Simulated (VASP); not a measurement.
Input of a VASP 6.6.1 run:

The input INCAR:

```
SYSTEM = Ti7Mo
PREC = Accurate ; ENCUT = 500
EDIFF = 1E-6 ; ISMEAR = 0
SIGMA = 0.1 ; LREAL = .FALSE.
LASPH = .TRUE. ; NELM = 120
ALGO = Normal ; ISIF = 2
LWAVE = .FALSE. ; LCHARG = .FALSE.
GGA = PS ; NBANDS = 112
GGA_COMPAT = .FALSE.
```

The input KPOINTS:

```
Automatic mesh
0
G
  4 4 4
  0 0 0
```

Contents of POSCAR:

```
Ti7Mo
1.0
    6.3951438012      0.0435521557      0.0435521557
    0.0435521557      6.3951438012      0.0435521557
    0.0435521557      0.0435521557      6.3951438012
Mo Ti
2 14
Direct
    0.0010445124      0.0010445124      0.0010445124
    0.2489554876      0.2489554876      0.2489554876
    0.4934929012      0.0135152726      0.0135152726
    0.0135152726      0.4934929012      0.0135152726
    0.0135152726      0.0135152726      0.4934929012
    0.4891349258      0.4891349258      0.0095727733
    0.4891349258      0.0095727733      0.4891349258
    0.7565070988      0.2364847274      0.2364847274
    0.0095727733      0.4891349258      0.4891349258
    0.2364847274      0.7565070988      0.2364847274
    0.2364847274      0.2364847274      0.7565070988
    0.4949288252      0.4949288252      0.4949288252
    0.7608650742      0.7608650742      0.2404272267
    0.7608650742      0.2404272267      0.7608650742
    0.2404272267      0.7608650742      0.7608650742
    0.7550711748      0.7550711748      0.7550711748
```

Potentials or basis: VASP PAW PBE potentials, release 64 (Mo_sv, Ti_sv).

Run with:

```sh
$ cat potpaw_PBE.64/Mo_sv/POTCAR potpaw_PBE.64/Ti_sv/POTCAR > POTCAR
$ mpirun -np 1 vasp_std > vasp.out
```

(1) Estimate the pressure.

(2) Estimate the band gap on the k mesh.

(3) Predict the largest force.

## Answers

(1) -0.2 GPa.

(2) zero (bands 98 and 99 overlap by 0.92 eV).

(3) 0.054 eV/Å.

Caveat: the PAW data sets were made with another functional, which shifts forces and pressure a little.
